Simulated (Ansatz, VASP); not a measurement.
# Si in VASP and in Ansatz

```
Si
1.0
     0.00000    2.90329    2.90329
     2.90329    0.00000    2.90329
     2.90329    2.90329    0.00000
Si
2
Direct
  0.50000 0.50000 0.50000
  0.75000 0.75000 0.75000
```

Alike in both runs: task single point; functional PBEsol; k mesh 6 × 6 × 6; occupations gaussian, width 0.1 eV; no spin polarisation.

|  | VASP | Ansatz |
| --- | --- | --- |
| version | VASP 6.6.1 | Ansatz 0.2.0 |
| potentials or method | VASP PAW PBE potentials, release 64 (Si), cutoff 520 eV | scalar-relativistic, plane waves, PAW |
| valence electrons in the cell | 8 | 8 |

Ansatz gave:

- gap on the k mesh at the Fermi level (eV): 0.78
- least direct gap on the mesh (eV): 1.19
- pressure (GPa): -12.1

**Question.** Estimate VASP's values.

**Answer.** gap on the k mesh at the Fermi level (eV): 0.78; least direct gap on the mesh (eV): 1.20; pressure (GPa): -12.0.

VASP's potentials were made for PBE, not for PBEsol.
